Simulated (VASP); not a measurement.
# Cs8Sn7I24 (a cell with a defect) in VASP: single point with PBEsol

Aim: the single point of Cs8Sn7I24 (a cell with a defect) with PBEsol.

Program: VASP 6.6.1. These are calculated values, not measurements. Logs are shortened: lines on timing, memory, paths and dates and some standing lists are left out, and cuts for length are marked.

## Step 1: The cell of the first run

The cell holds a defect, 39 atoms: a = 12.314 Å, b = 12.314 Å, c = 12.314 Å, α = 90.00°, β = 90.00°, γ = 90.00°.

## Step 2: Single point, PBEsol

File INCAR:

```
SYSTEM = Cs8Sn7I24
PREC = Accurate
ENCUT = 400
EDIFF = 1E-6
ISMEAR = -1
SIGMA = 0.05
LREAL = Auto
LASPH = .True.
NELM = 120
ALGO = Normal
ISIF = 2
LWAVE = .False.
LCHARG = .True.
GGA = PS
LELF = .True.
LVHAR = .True.
NBANDS = 194
NELECT = 340.0
ISYM = -1
GGA_COMPAT = .False.
```

File KPOINTS:

```
explicit points
1
Reciprocal
  0.25000000   0.25000000   0.25000000 1
```

File POSCAR:

```
Cs8Sn7I24
1.0
   12.3144620000      0.0000000000      0.0000000000
    0.0000000000     12.3144620000      0.0000000000
    0.0000000000      0.0000000000     12.3144620000
Cs Sn I
8 7 24
Direct
    0.0252440000      0.0256360000      0.0252960000
    0.0213930000      0.0226330000      0.4747330000
    0.0216180000      0.4758010000      0.0217480000
    0.0223920000      0.4775280000      0.4761220000
    0.4761090000      0.0218760000      0.0227920000
    0.4746810000      0.0240510000      0.4777230000
    0.4764770000      0.4765740000      0.0227080000
    0.4730850000      0.4739800000      0.4738110000
    0.2495050000      0.2504810000      0.7500840000
    0.2498420000      0.7501230000      0.2497100000
    0.2499200000      0.7505170000      0.7497740000
    0.7498180000      0.2503980000      0.2498770000
    0.7496730000      0.2508480000      0.7499560000
    0.7498560000      0.7504450000      0.2503390000
    0.7500050000      0.7508650000      0.7503800000
    0.2517660000      0.2515710000      0.0015380000
    0.2465150000      0.2486240000      0.4982850000
    0.2512650000      0.7526350000      0.9997800000
    0.2485910000      0.7484890000      0.4998540000
    0.7510640000      0.2518290000      0.0001500000
    0.7488860000      0.2499510000      0.5003920000
    0.7478950000      0.7493390000      0.0006910000
    0.7526070000      0.7523870000      0.4998770000
    0.0014470000      0.2513900000      0.2507070000
    0.9996730000      0.2523890000      0.7537060000
    0.9997380000      0.7541200000      0.2483100000
    0.0004500000      0.7486120000      0.7516090000
    0.4981730000      0.2488740000      0.2482710000
    0.4998210000      0.2498080000      0.7468970000
    0.4999800000      0.7469520000      0.2518000000
    0.4995350000      0.7535580000      0.7490890000
    0.2517590000      0.0019970000      0.2509860000
    0.2484730000      0.0004540000      0.7520270000
    0.2467650000      0.4987330000      0.2477220000
    0.2518030000      0.5007650000      0.7476700000
    0.7511230000      0.0003680000      0.2489280000
    0.7516100000      0.0012480000      0.7517350000
    0.7494010000      0.5006410000      0.2519580000
    0.7488490000      0.5003880000      0.7500190000
```

Potentials or basis: VASP PAW PBE potentials, release 64 (Cs_sv, Sn_d, I).

The run is started by

```bash
$ cat potpaw_PBE.64/Cs_sv/POTCAR potpaw_PBE.64/Sn_d/POTCAR potpaw_PBE.64/I/POTCAR > POTCAR
$ mpirun -np 1 vasp_std > vasp.out
```

OUTCAR:

```text
SYSTEM = Cs8Sn7I24
   PREC = Accurate
   ENCUT = 400
   EDIFF = 1E-6
   ISMEAR = -1
   LREAL = Auto
   LASPH = .True.
   NELM = 120
   ISIF = 2
   GGA = PS
   NELECT = 340.0
   ISYM = -1

 ion  position               nearest neighbor table
   1  0.025  0.026  0.025-
   2  0.021  0.023  0.475-
   3  0.022  0.476  0.022-
   4  0.022  0.478  0.476-
   5  0.476  0.022  0.023-
   6  0.475  0.024  0.478-
   7  0.476  0.477  0.023-
   8  0.473  0.474  0.474-
   9  0.250  0.250  0.750-  25 3.08  33 3.08  35 3.08  29 3.08  16 3.10  17 3.10
  10  0.250  0.750  0.250-  18 3.08  26 3.08  19 3.08  30 3.08  34 3.10  32 3.10
  11  0.250  0.751  0.750-  27 3.07  31 3.07  35 3.08  19 3.08  33 3.08  18 3.08
  12  0.750  0.250  0.250-  20 3.08  36 3.08  38 3.08  21 3.08  24 3.10  28 3.10
  13  0.750  0.251  0.750-  39 3.07  21 3.07  37 3.07  29 3.08  25 3.08  20 3.08
  14  0.750  0.750  0.250-  23 3.07  22 3.07  38 3.08  30 3.08  26 3.08  36 3.08
  15  0.750  0.751  0.750-  22 3.08  37 3.08  27 3.08  39 3.08  31 3.08  23 3.09
  16  0.252  0.252  0.002-   9 3.10
  17  0.247  0.249  0.498-   9 3.10
  18  0.251  0.753  1.000-  10 3.08  11 3.08
  19  0.249  0.748  0.500-  11 3.08  10 3.08
  20  0.751  0.252  0.000-  12 3.08  13 3.08
  21  0.749  0.250  0.500-  13 3.07  12 3.08
  22  0.748  0.749  0.001-  14 3.07  15 3.08
  23  0.753  0.752  0.500-  14 3.07  15 3.09
  24  0.001  0.251  0.251-  12 3.10
  25  1.000  0.252  0.754-   9 3.08  13 3.08
  26  1.000  0.754  0.248-  14 3.08  10 3.08
  27  0.000  0.749  0.752-  11 3.07  15 3.08
  28  0.498  0.249  0.248-  12 3.10
  29  0.500  0.250  0.747-  13 3.08   9 3.08
  30  0.500  0.747  0.252-  14 3.08  10 3.08
  31  0.500  0.754  0.749-  11 3.07  15 3.08
  32  0.252  0.002  0.251-  10 3.10
  33  0.248  0.000  0.752-  11 3.08   9 3.08
  34  0.247  0.499  0.248-  10 3.10
  35  0.252  0.501  0.748-  11 3.08   9 3.08
  36  0.751  0.000  0.249-  14 3.08  12 3.08
  37  0.752  0.001  0.752-  13 3.07  15 3.08
  38  0.749  0.501  0.252-  14 3.08  12 3.08
  39  0.749  0.500  0.750-  13 3.07  15 3.08

IMPORTANT INFORMATION: All symmetrisations will be switched off!
NOSYMM: (Re-)initialisation of all symmetry stuff for point group C_1.

----------------------------------------------------------------------------------------

                                     Primitive cell

  volume of cell :    1867.4386

  direct lattice vectors                    reciprocal lattice vectors
    12.314462000  0.000000000  0.000000000     0.081205334  0.000000000  0.000000000
     0.000000000 12.314462000  0.000000000     0.000000000  0.081205334  0.000000000
     0.000000000  0.000000000 12.314462000     0.000000000  0.000000000  0.081205334

  length of vectors
    12.314462000 12.314462000 12.314462000     0.081205334  0.081205334  0.081205334

  position of ions in fractional coordinates (direct lattice)
     0.025244000  0.025636000  0.025296000
     0.021393000  0.022633000  0.474733000
     0.021618000  0.475801000  0.021748000
     0.022392000  0.477528000  0.476122000
     0.476109000  0.021876000  0.022792000
     0.474681000  0.024051000  0.477723000
[... 31 lines left out ...]
     0.749401000  0.500641000  0.251958000
     0.748849000  0.500388000  0.750019000

  ion indices of the primitive-cell ions
   primitive index   ion index
                 1           1
                 2           2
                 3           3
                 4           4
                 5           5
                 6           6
[... 31 lines left out ...]
                38          38
                39          39

----------------------------------------------------------------------------------------

 KPOINTS: explicit points

Read explicit list of k-points.

 Found      1 k-points:

 Following reciprocal coordinates:
            Coordinates               Weight
  0.250000  0.250000  0.250000      1.000000
   k-points           NKPTS =      1   k-points in BZ     NKDIM =      1   number of bands    NBANDS=    194
   number of dos      NEDOS =    301   number of ions     NIONS =     39
   total plane-waves  NPLWV = 512000
   dimension x,y,z NGX =    80 NGY =   80 NGZ =   80
   dimension x,y,z NGXF=   160 NGYF=  160 NGZF=  160
   ions per type =               8   7  24
   NGX,Y,Z   is equivalent  to a cutoff of  10.80, 10.80, 10.80 a.u.
   NGXF,Y,Z  is equivalent  to a cutoff of  21.60, 21.60, 21.60 a.u.
 SYSTEM =  Cs8Sn7I24
   PREC   = accura    normal or accurate (medium, high low for compatibility)
   ISTART =      0    job   : 0-new  1-cont  2-samecut
   ICHARG =      2    charge: 1-file 2-atom 10-const
   ISPIN  =      1    spin polarized calculation?
   LNONCOLLINEAR =      F non collinear calculations
   LSORBIT =      F    spin-orbit coupling
   LASPH  =      T    aspherical Exc in radial PAW
   ENCUT  =  400.0 eV  29.40 Ry    5.42 a.u.  20.08 20.08 20.08*2*pi/ulx,y,z
   NELM   =    120;   NELMIN=  2; NELMDL= -5     # of ELM steps
   EDIFF  = 0.1E-05   stopping-criterion for ELM
   LREAL  =      T    real-space projection
   EDIFFG = 0.1E-04   stopping-criterion for IOM
   NSW    =      0    number of steps for IOM
   IBRION =     -1    ionic relax: 0-MD 1-quasi-New 2-CG
   NFREE  =      0    steps in history (QN), initial steepest desc. (CG)
   ISIF   =      2    stress and relaxation
   ISYM   =     -1    0-nonsym 1-usesym 2-fastsym
   POTIM  = 0.5000    time-step for ionic-motion
   TEBEG  =    0.0;   TEEND  =   0.0 temperature during run
   PSTRESS=    0.0 pullay stress
   NELECT =     340.0000    total number of electrons
   NUPDOWN=      -1.0000    fix difference up-down
   EMIN   =  10.00;   EMAX   =-10.00  energy-range for DOS
   EFERMI =   0.00;   METHOD = LEGACY
   ISMEAR =    -1;   SIGMA  =   0.05  broadening in eV -4-tet -1-fermi 0-gaus
   EFERMI_NEDOS =   21; number of points for ismear=-14 and -15
   IALGO  =     38    algorithm
   IMIX   =      4    mixing-type and parameters
     AMIX     =   0.40;   BMIX     =  1.00
     AMIX_MAG =   1.60;   BMIX_MAG =  1.00
  volume/ion in A,a.u.               =      47.88       323.13
  Fermi-wavevector in a.u.,A,eV,Ry     =   0.927867  1.753414 11.713759  0.860937
  Thomas-Fermi vector in A             =   2.053983
   LORBIT       =      0    0 simple, 1 ext, 2 COOP (PROOUT), +10 PAW based schemes
   GGA     = PS    functional components
   LHFCALC =     F    Hartree Fock is set to
   AEXX    =    0.0000 exact exchange contribution
   IVDW    =     0    specifies the selected vdW correction
   LEPSILON=     F    determine dielectric tensor
   LRPA    =     F    only Hartree local field effects (RPA)
 non-spin polarized calculation
  energy-cutoff  :      400.00
  volume of cell :     1867.44
 maximum number of plane-waves:     33935
 NGX is ok and might be reduce to    80
   NGX = 41   NGY = 41   NGZ = 41

 number of electron     340.0000149 magnetization

 Free energy of the ion-electron system (eV)
  ---------------------------------------------------
  ext. energy  EPLUGINS =         0.00000000
  ---------------------------------------------------
  free energy    TOTEN  =      -111.40702000 eV

  energy without entropy =     -111.40702000  energy(sigma->0) =     -111.40702000

 E-fermi :   2.7925     XC(G=0):  -7.7136

 val. band max:        1.6705890980   @ k =   0.2500   0.2500   0.2500
 cond. band min:       3.9024208994   @ k =   0.2500   0.2500   0.2500
 fundamental gap:      2.2318318014
 Fermi energy:         2.7925125312

 k-point     1 :       0.2500    0.2500    0.2500
  band No.  band energies     occupation
      1     -19.5779      2.00000
      2     -19.5774      2.00000
      3     -19.5746      2.00000
      4     -19.5745      2.00000
      5     -19.5737      2.00000
      6     -19.5726      2.00000
[... 174 lines left out ...]
    181       5.2341      0.00000
    182       5.4871      0.00000
 [bands above 182 left out]

------------------------ aborting loop because EDIFF is reached ----------------------------------------

  FORCE on cell =-STRESS in cart. coord.  units (eV):
  Direction    XX          YY          ZZ          XY          YZ          ZX
  --------------------------------------------------------------------------------------
  -------------------------------------------------------------------------------------
  Total        9.4401983      9.4776059      9.4813132     -0.6436965     -0.6362632     -0.6402941
  in kB        8.0992606      8.1313545      8.1345353     -0.5522623     -0.5458849     -0.5493432
  external PRESSURE =       8.1217168 kB  Pullay stress =       0.0000000 kB

 VOLUME and BASIS-vectors are now :
 -----------------------------------------------------------------------------
  energy-cutoff  :      400.00
  volume of cell :     1867.44
      direct lattice vectors                 reciprocal lattice vectors
    12.314462000  0.000000000  0.000000000     0.081205334  0.000000000  0.000000000
     0.000000000 12.314462000  0.000000000     0.000000000  0.081205334  0.000000000
     0.000000000  0.000000000 12.314462000     0.000000000  0.000000000  0.081205334

 POSITION                                       TOTAL-FORCE (eV/Angst)
 -----------------------------------------------------------------------------------
      0.31087      0.31569      0.31151        -0.008032     -0.010995     -0.012012
      0.26344      0.27871      5.84608        -0.011542     -0.011913      0.004055
      0.26621      5.85923      0.26781        -0.010474      0.005693     -0.012719
      0.27575      5.88050      5.86319        -0.008989      0.008986      0.008791
      5.86303      0.26939      0.28067         0.007304     -0.009495     -0.010882
      5.84544      0.29618      5.88290         0.011603     -0.006900      0.010999
[... 31 lines left out ...]
      9.22847      6.16512      3.10273        -0.001687     -0.002362      0.007109
      9.22167      6.16201      9.23608        -0.009821     -0.000413     -0.002782
 -----------------------------------------------------------------------------------
    total drift:                               -0.012188      0.013489      0.009227

  FREE ENERGIE OF THE ION-ELECTRON SYSTEM (eV)
  ---------------------------------------------------
  free  energy   TOTEN  =      -111.4070200007 eV

  energy  without entropy=     -111.4070199986  energy(sigma->0) =     -111.40702000
```

Run time: 8.1 min. Hardware: 1 thread of Intel Xeon Platinum 8259CL at 2.50GHz (Skylake/Cascade Lake), shared host; peak memory 1 GiB.

Results:

```
Free energy   : -111.4070 eV
Largest force : 0.018 eV/Å
```

Forces on the atoms (eV/Å):
```
Cs  -0.008 -0.011 -0.012
Cs  -0.012 -0.012  0.004
Cs  -0.010  0.006 -0.013
Cs  -0.009  0.009  0.009
Cs   0.007 -0.009 -0.011
Cs   0.012 -0.007  0.011
Cs   0.011  0.012 -0.005
Cs   0.004  0.008  0.008
Sn   0.003  0.000 -0.002
Sn  -0.003  0.007  0.000
Sn   0.000  0.000  0.004
Sn   0.002 -0.001  0.006
Sn   0.003 -0.004  0.006
Sn   0.002  0.000 -0.003
Sn  -0.001 -0.002 -0.003
I    0.005  0.004  0.006
I   -0.002 -0.001 -0.006
I    0.005  0.004 -0.008
I   -0.003 -0.004  0.006
I    0.001  0.007 -0.006
I   -0.007 -0.003 -0.003
I   -0.010 -0.003  0.012
I    0.006  0.002 -0.008
I    0.006  0.003  0.000
I   -0.005  0.001  0.002
I    0.002  0.002 -0.002
I    0.006 -0.005  0.007
I   -0.010  0.000  0.001
I    0.004 -0.002 -0.007
I    0.000 -0.003  0.003
I   -0.002  0.004 -0.003
I    0.005  0.004  0.004
I   -0.004  0.003  0.002
I    0.001 -0.010 -0.002
I    0.006 -0.004 -0.003
I    0.003  0.001 -0.003
I    0.005  0.006  0.003
I   -0.002 -0.002  0.007
I   -0.010  0.000 -0.003
```

Levels at points of the mesh, in eV from the Fermi level:
```tsv
k point	band 167	band 168	band 169	band 170	band 171	band 172	band 173	band 174
(0.25, 0.25, 0.25)	-1.53	-1.15	-1.12	-1.12	1.11	1.11	1.28	1.43
```

Caveat: the cell carries a net charge on a neutralising background, which shifts energy and pressure; the cell is charged against a uniform background, so pressure and absolute levels hang on convention; the PAW data sets were made with another functional, which shifts forces and pressure a little; spin-orbit coupling is left out, which moves the levels of the heavy elements.
